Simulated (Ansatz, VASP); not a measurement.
## One calculation of SiC, two programs

INCAR

```
  ALGO = Normal
  EDIFF = 1E-7
  ENCUT = 520
  GGA = PE
  ISIF = 2
  ISMEAR = -1
  LASPH = T
  LCHARG = F
  LREAL = F
  LWAVE = F
  NBANDS = 16
  NELM = 60
  PREC = Accurate
  SIGMA = 0.02
```

Contents of KPOINTS:

```
k-points
0
Gamma
  12 12 6
```

POSCAR

```
SiC
1.0
    3.0344540134      0.0000000000      0.0000000000
   -1.5172270067      2.6633366395      0.0000000000
    0.0000000000      0.0000000000      5.0481081077
Si C
2 2
Direct
    0.3334856034      0.6669712068     -0.0000632231
    0.6665143966      0.3330287932      0.4999367769
    0.3344087808      0.6688175616      0.3750632231
    0.6655912192      0.3311824384      0.8750632231
```

Input for Ansatz:

```yaml
crystal:
  lattice:
    - [3.0344540134, 0.0, 0.0]
    - [-1.5172270067, 2.6633366395, 0.0]
    - [0.0, 0.0, 5.0481081077]
  atoms:
    - { symbol: Si, position: [0.3334856034, 0.6669712068, -6.32231e-05] }
    - { symbol: Si, position: [0.6665143966, 0.3330287932, 0.4999367769] }
    - { symbol: C, position: [0.3344087808, 0.6688175616, 0.3750632231] }
    - { symbol: C, position: [0.6655912192, 0.3311824384, 0.8750632231] }
kpoints:
  mp_grid: { grid: [12, 12, 6] }
  band_path:
    path:
      - [0.0, 0.0, 0.0]
      - [0.5, 0.0, 0.0]
      - [0.3333333333, 0.3333333333, 0.0]
      - [0.0, 0.0, 0.5]
      - [0.5, 0.0, 0.5]
      - [0.3333333333, 0.3333333333, 0.5]
    npoints: 1
hamiltonian:
  xc: pbe
scf:
  occupations: { method: fermi_dirac, width: 0.02 }
  n_extra_bands: 5
output:
  forces: true
  stress: true
  eigenvalues: true
```

Change from the starting cell: uniaxial_x strain -1.3%.

Alike in both runs: task single point; functional PBE; k mesh 12 × 12 × 6; occupations fermi-dirac, width 0.02 eV; no spin polarisation.

|  | VASP | Ansatz |
| --- | --- | --- |
| version | VASP 6.6.1 | Ansatz 0.2.0 |
| potentials or method | VASP PAW PBE potentials, release 64 (Si, C) | plane waves, PAW |
| plane-wave cutoff (eV) | 520 | 420 |
| valence electrons in the cell | 16 | 16 |

VASP gave:

* gap on the k mesh at the Fermi level (eV): 2.14
* pressure (GPa): 6.6
* traceless stress, the component that is largest in VASP (GPa): 4.03
* rms of the force components (eV/Å): 0.008

**Question.** Estimate Ansatz's values.

**Answer.** gap on the k mesh at the Fermi level (eV): 2.14; pressure (GPa): 6.7; traceless stress, the component that is largest in VASP (GPa): 4.02; rms of the force components (eV/Å): 0.008.

Atom by atom the forces differ by 0.000 eV/Å (rms over components).
